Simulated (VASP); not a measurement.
# AlAu (Pm-3m) in VASP: notebook

The runs below take AlAu through single point, with r2SCAN.

All numbers are computed with VASP 6.6.1; they aren't measurements. Logs are shortened: lines on timing, memory, paths and dates and some standing lists are left out, and cuts for length are marked.

### 1 The cell of the first run

Symmetry: Pm-3m, No. 221, cubic system. Conventional cell: a = 3.136 Å, b = 3.136 Å, c = 3.136 Å, α = 90.00°, β = 90.00°, γ = 90.00°. Within 3.6 Å of Al (site symmetry m-3m) lie 8 Au at 2.72 Å and 6 Al at 3.14 Å. Au (site symmetry m-3m) has 8 Al at 2.72 Å and 6 Au at 3.14 Å within 3.6 Å.

### 2 Single point, r2SCAN

File POSCAR:

```
AlAu
1.0
    3.1355699656      0.0000000000      0.0000000000
    0.0000000000      3.1355699656      0.0000000000
    0.0000000000      0.0000000000      3.1355699656
Al Au
1 1
Direct
    0.0000000000      0.0000000000      0.0000000000
    0.5000000000      0.5000000000      0.5000000000
```

File INCAR.step1:

```
SYSTEM = AlAu
PREC = Accurate
ENCUT = 520
ISMEAR = 0
SIGMA = 0.05
LREAL = .FALSE.
LASPH = .TRUE.
NELM = 60
NBANDS = 14
GGA = PE
ALGO = Normal
EDIFF = 1E-4
LWAVE = .TRUE.
LCHARG = .FALSE.
```

File INCAR.step2:

```
SYSTEM = AlAu
PREC = Accurate
ENCUT = 520
EDIFF = 1E-7
ISMEAR = 0
SIGMA = 0.05
LREAL = .FALSE.
LASPH = .TRUE.
NELM = 60
ALGO = Normal
ISIF = 2
LWAVE = .FALSE.
LCHARG = .FALSE.
METAGGA = R2SCAN
LMIXTAU = .TRUE.
NBANDS = 14
ISTART = 1
```

File KPOINTS:

```
regular mesh
0
G
  9 9 9
  0 0 0
```

Potentials or basis: VASP PAW PBE potentials, release 64 (Al, Au).

Run with:

```
$ cat potpaw_PBE.64/Al/POTCAR potpaw_PBE.64/Au/POTCAR > POTCAR
$ cp INCAR.step1 INCAR
$ mpirun -np 1 vasp_std > vasp.out
$ cp INCAR.step2 INCAR
$ mpirun -np 1 vasp_std > vasp.out
```

OUTCAR:

```text
SYSTEM = AlAu
   PREC = Accurate
   ENCUT = 520
   EDIFF = 1E-7
   ISMEAR = 0
   LREAL = .FALSE.
   LASPH = .TRUE.
   NELM = 60
   ISIF = 2
   METAGGA = R2SCAN
   ISTART = 1

 ion  position               nearest neighbor table
   1  0.000  0.000  0.000-   2 2.72   2 2.72   2 2.72   2 2.72   2 2.72   2 2.72   2 2.72   2 2.72

   2  0.500  0.500  0.500-   1 2.72   1 2.72   1 2.72   1 2.72   1 2.72   1 2.72   1 2.72   1 2.72

  LATTYP: Found a simple cubic cell.
 ALAT       =     3.1355699656

  Lattice vectors:

 A1 = (   3.1355699656,   0.0000000000,   0.0000000000)
 A2 = (   0.0000000000,   3.1355699656,   0.0000000000)
 A3 = (   0.0000000000,   0.0000000000,   3.1355699656)

Analysis of symmetry for initial positions (statically):
=====================================================================
 Subroutine PRICEL returns:
 Original cell was already a primitive cell.

 Routine SETGRP: Setting up the symmetry group for a
 simple cubic supercell.

 Subroutine GETGRP returns: Found 48 space group operations
 (whereof 48 operations were pure point group operations)
 out of a pool of 48 trial point group operations.

The static configuration has the point symmetry O_h .

Analysis of symmetry for dynamics (positions and initial velocities):
=====================================================================
 Subroutine PRICEL returns:
 Original cell was already a primitive cell.

 Routine SETGRP: Setting up the symmetry group for a
 simple cubic supercell.

 Subroutine GETGRP returns: Found 48 space group operations
 (whereof 48 operations were pure point group operations)
 out of a pool of 48 trial point group operations.

The dynamic configuration has the point symmetry O_h .

 Subroutine INISYM returns: Found 48 space group operations
 (whereof 48 operations are pure point group operations),
 and found     1 'primitive' translations

----------------------------------------------------------------------------------------

                                     Primitive cell

  volume of cell :      30.8283

  direct lattice vectors                    reciprocal lattice vectors
     3.135569966  0.000000000  0.000000000     0.318921284  0.000000000  0.000000000
     0.000000000  3.135569966  0.000000000     0.000000000  0.318921284  0.000000000
     0.000000000  0.000000000  3.135569966     0.000000000  0.000000000  0.318921284

  length of vectors
     3.135569966  3.135569966  3.135569966     0.318921284  0.318921284  0.318921284

  position of ions in fractional coordinates (direct lattice)
     0.000000000  0.000000000  0.000000000
     0.500000000  0.500000000  0.500000000

  ion indices of the primitive-cell ions
   primitive index   ion index
                 1           1
                 2           2

----------------------------------------------------------------------------------------

 KPOINTS: regular mesh

Automatic generation of k-mesh.
 Grid dimensions read from file:
 generate k-points for:    9    9    9

 Generating k-lattice:

  Cartesian coordinates                     Fractional coordinates (reciprocal lattice)
     0.035435698  0.000000000  0.000000000     0.111111111  0.000000000  0.000000000
     0.000000000  0.035435698  0.000000000     0.000000000  0.111111111  0.000000000
     0.000000000  0.000000000  0.035435698     0.000000000  0.000000000  0.111111111

  Length of vectors
     0.035435698  0.035435698  0.035435698

  Shift w.r.t. Gamma in fractional coordinates (k-lattice)
     0.000000000  0.000000000  0.000000000

 Subroutine IBZKPT returns following result:
 ===========================================

 Found     35 irreducible k-points:

 Following reciprocal coordinates:
            Coordinates               Weight
  0.000000  0.000000  0.000000      1.000000
  0.111111  0.000000  0.000000      6.000000
  0.222222  0.000000  0.000000      6.000000
  0.333333  0.000000  0.000000      6.000000
  0.444444  0.000000  0.000000      6.000000
  0.111111  0.111111  0.000000     12.000000
[... 16 lines left out ...]
  0.333333  0.333333  0.111111     24.000000
  0.444444  0.333333  0.111111     48.000000
 [... further k-points ...]
   k-points           NKPTS =     35   k-points in BZ     NKDIM =     35   number of bands    NBANDS=     14
   number of dos      NEDOS =    301   number of ions     NIONS =      2
   total plane-waves  NPLWV =  13824
   dimension x,y,z NGX =    24 NGY =   24 NGZ =   24
   dimension x,y,z NGXF=    48 NGYF=   48 NGZF=   48
   ions per type =               1   1
   NGX,Y,Z   is equivalent  to a cutoff of  12.72, 12.72, 12.72 a.u.
   NGXF,Y,Z  is equivalent  to a cutoff of  25.45, 25.45, 25.45 a.u.
 SYSTEM =  AlAu
   PREC   = accura    normal or accurate (medium, high low for compatibility)
   ISTART =      1    job   : 0-new  1-cont  2-samecut
   ICHARG =      0    charge: 1-file 2-atom 10-const
   ISPIN  =      1    spin polarized calculation?
   LNONCOLLINEAR =      F non collinear calculations
   LSORBIT =      F    spin-orbit coupling
   LASPH  =      T    aspherical Exc in radial PAW
   ENCUT  =  520.0 eV  38.22 Ry    6.18 a.u.   5.83  5.83  5.83*2*pi/ulx,y,z
   NELM   =     60;   NELMIN=  2; NELMDL=  0     # of ELM steps
   EDIFF  = 0.1E-06   stopping-criterion for ELM
   LREAL  =      F    real-space projection
   EDIFFG = 0.1E-05   stopping-criterion for IOM
   NSW    =      0    number of steps for IOM
   IBRION =     -1    ionic relax: 0-MD 1-quasi-New 2-CG
   NFREE  =      0    steps in history (QN), initial steepest desc. (CG)
   ISIF   =      2    stress and relaxation
   ISYM   =      2    0-nonsym 1-usesym 2-fastsym
   POTIM  = 0.5000    time-step for ionic-motion
   TEBEG  =    0.0;   TEEND  =   0.0 temperature during run
   PSTRESS=    0.0 pullay stress
   NELECT =      14.0000    total number of electrons
   NUPDOWN=      -1.0000    fix difference up-down
   EMIN   =  10.00;   EMAX   =-10.00  energy-range for DOS
   EFERMI =   0.00;   METHOD = LEGACY
   ISMEAR =     0;   SIGMA  =   0.05  broadening in eV -4-tet -1-fermi 0-gaus
   EFERMI_NEDOS =   21; number of points for ismear=-14 and -15
   IALGO  =     38    algorithm
   IMIX   =      4    mixing-type and parameters
     AMIX     =   0.40;   BMIX     =  1.00
     AMIX_MAG =   1.60;   BMIX_MAG =  1.00
  volume/ion in A,a.u.               =      15.41       104.02
  Fermi-wavevector in a.u.,A,eV,Ry     =   1.258349  2.377934 21.544030  1.583442
  Thomas-Fermi vector in A             =   2.391963
   LORBIT       =      0    0 simple, 1 ext, 2 COOP (PROOUT), +10 PAW based schemes
   METAGGA = R2SCAN    functional components
   LHFCALC =     F    Hartree Fock is set to
   AEXX    =    0.0000 exact exchange contribution
   IVDW    =     0    specifies the selected vdW correction
   LEPSILON=     F    determine dielectric tensor
   LRPA    =     F    only Hartree local field effects (RPA)
 non-spin polarized calculation
 Gauss-broadening in eV      SIGMA  =   0.05
  energy-cutoff  :      520.00
  volume of cell :       30.83
 maximum number of plane-waves:       849
 NGX is ok and might be reduce to    24
   NGX = 11   NGY = 11   NGZ = 11

 number of electron      14.0000001 magnetization

 Free energy of the ion-electron system (eV)
  ---------------------------------------------------
  ext. energy  EPLUGINS =         0.00000000
  ---------------------------------------------------
  free energy    TOTEN  =       -57.78346911 eV

  energy without entropy =      -57.78298737  energy(sigma->0) =      -57.78322824

 E-fermi :  10.9793     XC(G=0): -12.9073

 val. band max:       10.8620188418   @ k =   0.3333   0.3333   0.0000
 cond. band min:      11.0199811338   @ k =   0.3333   0.3333   0.1111
 fundamental gap:      0.1579622920
 Fermi energy:        10.9793482350

 k-point     1 :       0.0000    0.0000    0.0000
  band No.  band energies     occupation
      1      -2.0078      2.00000
      2       3.1903      2.00000
      3       3.1903      2.00000
      4       5.4933      2.00000
      5       5.4933      2.00000
      6       5.4933      2.00000
      7      13.8546      0.00000
      8      13.8546      0.00000
      9      13.8546      0.00000
     10      18.6297      0.00000
     11      18.6297      0.00000
     12      19.2786      0.00000
     13      28.5974      0.00000
     14      28.5974      0.00000

 k-point     2 :       0.1111    0.0000    0.0000
  band No.  band energies     occupation
      1      -1.7811      2.00000
      2       3.2386      2.00000
      3       3.2773      2.00000
      4       5.3453      2.00000
      5       5.3453      2.00000
      6       5.5094      2.00000
      7      12.3984      0.00000
      8      14.2098      0.00000
      9      14.2098      0.00000
     10      18.3620      0.00000
     11      19.0279      0.00000
     12      20.7632      0.00000
     13      27.0282      0.00000
     14      27.0282      0.00000

 k-point     3 :       0.2222    0.0000    0.0000
  band No.  band energies     occupation
      1      -1.1233      2.00000
      2       3.3644      2.00000
      3       3.4580      2.00000
      4       5.0031      2.00000
      5       5.0031      2.00000
      6       5.5506      2.00000
      7      10.0922      2.00000
      8      15.1716      0.00000
      9      15.1716      0.00000
     10      17.7164      0.00000
     11      19.3767      0.00000
     12      23.9145      0.00000
     13      24.6818      0.00000
     14      24.6818      0.00000

 k-point     4 :       0.3333    0.0000    0.0000
  band No.  band energies     occupation
      1      -0.1125      2.00000
      2       3.4511      2.00000
      3       3.5143      2.00000
      4       4.6576      2.00000
      5       4.6576      2.00000
      6       5.5981      2.00000
      7       8.2040      2.00000
      8      16.5389      0.00000
      9      16.5389      0.00000
     10      17.0283      0.00000
     11      19.9353      0.00000
     12      22.4285      0.00000
     13      22.4285      0.00000
     14      24.2634      0.00000

 k-point     5 :       0.4444    0.0000    0.0000
  band No.  band energies     occupation
      1       1.0098      2.00000
      2       2.9249      2.00000
      3       3.6166      2.00000
      4       4.4515      2.00000
      5       4.4515      2.00000
      6       5.6294      2.00000
      7       7.2458      2.00000
      8      16.6003      0.00000
      9      18.0793      0.00000
     10      18.0793      0.00000
     11      20.4665      0.00000
[... 276 lines left out ...]
 k-point    22 :       0.4444    0.2222    0.1111
  band No.  band energies     occupation
      1       1.8179      2.00000
      2       2.7220      2.00000
      3       4.0464      2.00000
      4       4.1842      2.00000
      5       5.0569      2.00000
      6       5.6697      2.00000
      7       7.5408      2.00000
      8      13.8614      0.00000
      9      15.4316      0.00000
     10      16.9524      0.00000
     11      18.7483      0.00000
     12      21.9241      0.00000
     13      23.9627      0.00000
     14      25.6895      0.00000

 k-point    23 :       0.3333    0.3333    0.1111
  band No.  band energies     occupation
      1       1.4639      2.00000
      2       3.1502      2.00000
      3       4.2864      2.00000
      4       4.4259      2.00000
      5       5.0820      2.00000
      6       5.0869      2.00000
      7       9.3424      2.00000
      8      11.0200      0.25044
      9      15.2964      0.00000
     10      16.6369      0.00000
     11      20.7598      0.00000
     12      21.9608      0.00000
     13      22.4439      0.00000
     14      27.2720      0.00000

 k-point    24 :       0.4444    0.3333    0.1111
  band No.  band energies     occupation
      1       1.8709      2.00000
      2       3.1214      2.00000
      3       4.1476      2.00000
      4       4.4279      2.00000
      5       5.1528      2.00000
      6       6.1379      2.00000
      7       7.8319      2.00000
      8      11.6359      0.00000
      9      13.6722      0.00000
     10      17.4079      0.00000
     11      19.9187      0.00000
     12      21.5159      0.00000
     13      23.8089      0.00000
     14      25.7655      0.00000

 [... further k-points ...]
[... 5 lines left out ...]
  --------------------------------------------------------------------------------------
  -------------------------------------------------------------------------------------
  Total        1.2132573      1.2132573      1.2132573      0.0000000      0.0000000     -0.0000000
  in kB       63.0541982     63.0541982     63.0541982      0.0000000      0.0000000     -0.0000000
  external PRESSURE =      63.0541982 kB  Pullay stress =       0.0000000 kB

 VOLUME and BASIS-vectors are now :
 -----------------------------------------------------------------------------
  energy-cutoff  :      520.00
  volume of cell :       30.83
      direct lattice vectors                 reciprocal lattice vectors
     3.135569966  0.000000000  0.000000000     0.318921284  0.000000000  0.000000000
     0.000000000  3.135569966  0.000000000     0.000000000  0.318921284  0.000000000
     0.000000000  0.000000000  3.135569966     0.000000000  0.000000000  0.318921284

 POSITION                                       TOTAL-FORCE (eV/Angst)
 -----------------------------------------------------------------------------------
      0.00000      0.00000      0.00000         0.000000      0.000000      0.000000
      1.56778      1.56778      1.56778         0.000000      0.000000      0.000000
 -----------------------------------------------------------------------------------
    total drift:                                0.000000     -0.000000     -0.000000

  FREE ENERGIE OF THE ION-ELECTRON SYSTEM (eV)
  ---------------------------------------------------
  free  energy   TOTEN  =       -57.7834691097 eV

  energy  without entropy=      -57.7829873702  energy(sigma->0) =      -57.78322824
```

Run time: 26 s. Hardware: 1 thread of Intel Xeon Platinum 8124M at 3.00GHz (Skylake/Cascade Lake), shared host; peak memory 0.15 GiB.

What came out:

- Free energy: -57.7835 eV
- Pressure: 6.3 GPa
- Band gap on the k mesh: zero (band 7 reaches 13.85 eV, above the bottom of band 8 at 9.95 eV)

Levels at points of the mesh, in eV from the Fermi level:
| k point | band 4 | band 5 | band 6 | band 7 | band 8 | band 9 | band 10 | band 11 |
| --- | --- | --- | --- | --- | --- | --- | --- | --- |
| (0.00, 0.00, 0.00) | -5.49 | -5.49 | -5.49 | 2.88 | 2.88 | 2.88 | 7.65 | 7.65 |

Caveat: the PAW data sets were made with another functional, which shifts forces and pressure a little; spin-orbit coupling is left out, which moves the levels of the heavy elements.

### 3 Single point, r2SCAN

This run uses another cell than the first one, of 15.86 Å³/atom, 1.029 times its volume.

File POSCAR:

```
AlAu
1.0
    3.1655772431      0.0000000000      0.0000000000
    0.0000000000      3.1655772431      0.0000000000
    0.0000000000      0.0000000000      3.1655772431
Al Au
1 1
Direct
    0.0000000000      0.0000000000      0.0000000000
    0.5000000000      0.5000000000      0.5000000000
```

File INCAR.step1:

```
  PREC = Accurate
  ENCUT = 520
  ISMEAR = 0
  SIGMA = 0.05
  LREAL = False
  LASPH = True
  NELM = 60
  NBANDS = 14
  GGA = PE
  ALGO = Normal
  EDIFF = 1E-4
  LWAVE = True
  LCHARG = False
```

File INCAR.step2:

```
  PREC = Accurate
  ENCUT = 520
  EDIFF = 1E-7
  ISMEAR = 0
  SIGMA = 0.05
  LREAL = False
  LASPH = True
  NELM = 60
  ALGO = Normal
  ISIF = 2
  LWAVE = False
  LCHARG = True
  METAGGA = R2SCAN
  LMIXTAU = True
  LELF = True
  LVHAR = True
  NBANDS = 14
  ISTART = 1
```

File KPOINTS:

```
Automatic mesh
0
Gamma
  9 9 9
```

Potentials or basis: VASP PAW PBE potentials, release 64 (Al, Au).

Run with:

```
$ cat potpaw_PBE.64/Al/POTCAR potpaw_PBE.64/Au/POTCAR > POTCAR
$ cp INCAR.step1 INCAR
$ mpirun -np 1 vasp_std > vasp.out
$ cp INCAR.step2 INCAR
$ mpirun -np 1 vasp_std > vasp.out
```

Wall time 31 s (1 thread of Intel Xeon Platinum 8124M at 3.00GHz (Skylake/Cascade Lake), shared host); peak memory 0.15 GiB.

The run converged. Its results:

| Item | Value |
| --- | --- |
| Free energy | -57.8054 eV |
| Pressure | 1.7 GPa |
| Band gap on the k mesh | zero (band 7 reaches 13.39 eV, above the bottom of band 8 at 9.50 eV) |

Levels at points of the mesh, in eV from the Fermi level:
```
           k point  band 5  band 6  band 7  band 8  band 9  band 10
(0.00, 0.00, 0.00)   -5.31   -5.31    2.92    2.92    2.92     7.65
```

Caveat: the PAW data sets were made with another functional, which shifts forces and pressure a little; spin-orbit coupling is left out, which moves the levels of the heavy elements.

(Part 1 of 3 ends here.)
